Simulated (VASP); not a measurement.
Input of a VASP 6.6.1 run:

INCAR

```
  ALGO = Normal
  EDIFF = 1E-6
  ENCUT = 520
  GGA = PS
  ISIF = 2
  ISMEAR = -1
  LASPH = T
  LCHARG = F
  LREAL = F
  LWAVE = F
  NBANDS = 12
  NELM = 60
  PREC = Accurate
  SIGMA = 0.08
```

Contents of KPOINTS:

```
k-points
0
Gamma
  11 11 11
```

The input POSCAR:

```
As
1.0
    0.0000000000      2.2998931366      2.2998931366
    2.2998931366      0.0000000000      2.2998931366
    2.2998931366      2.2998931366      0.0000000000
As
2
Direct
   -0.1250000000     -0.1250000000     -0.1250000000
    0.1250000000      0.1250000000      0.1250000000
```

Potentials or basis: VASP PAW PBE potentials, release 64 (As).

Run with:

```bash
$ cat potpaw_PBE.64/As/POTCAR > POTCAR
$ mpirun -np 1 vasp_std > vasp.out
```

Task: Predict the pressure.

Result: 207.8 GPa.

Task: What does it give for the band gap on the k mesh?

Result: Zero (band 5 reaches 14.37 eV, above the bottom of band 6 at 10.56 eV).

Caveat: the PAW data sets were made with another functional, which shifts forces and pressure a little.
